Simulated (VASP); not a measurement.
Write the native input for VASP 6.6.1 that does the following.

```
Task                   : single point
Functional             : PBEsol
Potentials or basis    : VASP PAW PBE potentials, release 64 (P)
Cutoff                 : 520 eV
k mesh                 : 14 × 14 × 10
Occupations            : gaussian, width 0.05 eV
Spin                   : no spin polarisation
Dipole correction      : no
Further INCAR settings : ALGO = Normal; EDIFF = 1e-06; NBANDS = 18
```

The structure of P lies in POSCAR:

```
P
1.0
    1.6582518219     -5.1489436286      0.0000000000
    1.6582518219      5.1489436286      0.0000000000
    0.0000000000      0.0000000000      4.2033314767
P
4
Direct
    0.3948218827      0.6051781173      0.5732400000
    0.6051781173      0.3948218827      0.4267600000
    0.8948218827      0.1051781173      0.9267600000
    0.1051781173      0.8948218827      0.0732400000
```

One way to write it, as run:

INCAR

```
PREC = Accurate
ENCUT = 520
EDIFF = 1E-6
ISMEAR = 0
SIGMA = 0.05
LREAL = False
LASPH = True
NELM = 80
ALGO = Normal
ISIF = 2
LWAVE = False
LCHARG = False
GGA = PS
NBANDS = 18
```

KPOINTS

```
Automatic mesh
0
Gamma
  14 14 10
```

Potentials or basis: VASP PAW PBE potentials, release 64 (P).

Command:

```sh
$ cat potpaw_PBE.64/P/POTCAR > POTCAR
$ mpirun -np 1 vasp_std > vasp.out
```

Results of the run:

```
Pressure               : -0.1 GPa
Largest force          : 0.030 eV/Å
Band gap on the k mesh : zero (bands 10 and 11 overlap by 0.27 eV)
```

Caveat: the PAW data sets were made with another functional, which shifts forces and pressure a little.

It took 5.6 min on 1 thread of Intel(R) Xeon(R) Platinum 8488C (Sapphire Rapids), with other jobs on the host, peak memory 0.42 GiB.
